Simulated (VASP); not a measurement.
Input of a VASP 6.6.1 run:

File INCAR:

```
SYSTEM = TiSi2
ALGO = Normal ; EDIFF = 1E-8
ENCUT = 520 ; GGA = PE
ISIF = 2 ; ISMEAR = -1
LASPH = .True. ; LCHARG = .False.
LEFG = .True. ; LREAL = .False.
LWAVE = .False. ; NBANDS = 29
NELM = 80 ; PREC = Accurate
SIGMA = 0.08
```

The input KPOINTS:

```
k-points
0
Gamma
  8 8 8
  0 0 0
```

File POSCAR:

```
TiSi2
1.0
    0.0000000000      4.0903615834      4.2328984671
    2.3704827389      0.0000000000      4.2328984671
    2.3704827389      4.0903615834      0.0000000000
Ti Si
2 4
Direct
    0.7500000000      0.7500000000      0.7500000000
    0.5000000000      0.5000000000      0.5000000000
    0.0830000000      0.4170000000      0.0830000000
    0.4170000000      0.0830000000      0.4170000000
    0.1670000000      0.8330000000      0.1670000000
    0.8330000000      0.1670000000      0.8330000000
```

Potentials or basis: VASP PAW PBE potentials, release 64 (Ti_sv, Si).

The run is started by

```sh
$ cat potpaw_PBE.64/Ti_sv/POTCAR potpaw_PBE.64/Si/POTCAR > POTCAR
$ mpirun -np 1 vasp_std > vasp.out
```

Task: Predict the band gap on the k mesh.

Result: Zero (band 20 reaches 11.18 eV, above the bottom of band 21 at 9.30 eV).

Task: What does it give for the pressure?

Result: 5.5 GPa.

Task: What does it give for the largest force?

Result: 0.209 eV/Å.

Stress tensor (GPa, compression positive):
```
6.03 0.00 0.00
0.00 4.62 0.00
0.00 0.00 5.81
```

Caveat: without QUAD_EFG the Cq values of the log hold for a quadrupole moment of 1 mb, not for the nuclei.
